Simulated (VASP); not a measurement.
Set up this calculation in VASP 6.6.1, as the native input.

```yaml
Task: relaxation of cell and atoms
Functional: LDA
Potentials_or_basis: VASP PAW LDA potentials, release 64 (Pb_d)
Cutoff: 600 eV
k_mesh: 15 × 15 × 8
Occupations: gaussian, width 0.1 eV
Spin: no spin polarisation
Dipole_correction: no
Further_INCAR_settings: ALGO = Normal; EDIFF = 1e-06; IBRION = 2; EDIFFG = -0.005; NSW = 70; ISIF = 3
```

The structure of Pb lies in POSCAR:

```
Pb
1.0
    3.4894605504      0.0000000000      0.0000000000
   -1.7447302752      3.0219614822      0.0000000000
    0.0000000000      0.0000000000      5.7527048411
Pb
2
Direct
    0.3333333333      0.6666666667      0.2500000000
    0.6666666667      0.3333333333      0.7500000000
```

These files were run (other wordings do the same):

INCAR

```
SYSTEM = Pb
ALGO = Normal ; EDIFF = 1E-6
EDIFFG = -0.005 ; ENCUT = 600
IBRION = 2 ; ISIF = 3
ISMEAR = 0 ; LASPH = .TRUE.
LCHARG = .FALSE. ; LREAL = .FALSE.
LWAVE = .FALSE. ; NELM = 100
NSW = 70 ; PREC = Accurate
SIGMA = 0.1
```

KPOINTS

```
k-points
0
G
  15 15 8
  0 0 0
```

Potentials or basis: VASP PAW LDA potentials, release 64 (Pb_d).

The run is started by

```sh
$ cat potpaw_LDA.64/Pb_d/POTCAR > POTCAR
$ mpirun -np 1 vasp_std > vasp.out
```

It gave:

```json
{
 "Relaxed volume": "29.03 Å³/atom",
 "Relaxed cell": "a = 3.437 Å, b = 3.437 Å, c = 5.674 Å, α = 90.00°, β = 90.00°, γ = 120.00°",
 "Space group after relaxing (to 0.05 Å)": "P6_3/mmc (No. 194)",
 "Energy gained by relaxing": "9.0 meV/atom",
 "Ionic steps": "20",
 "Pressure after relaxing": "0.0 GPa",
 "Band gap on the k mesh": "zero (band 14 reaches 13.45 eV, above the bottom of band 15 at 5.37 eV)"
}
```

Caveat: spin-orbit coupling is left out, which moves the levels of the heavy elements.

Wall time 5.8 min on 1 thread of Intel(R) Xeon(R) 6975P-C (Granite Rapids), on a shared host, peak memory 0.28 GiB.
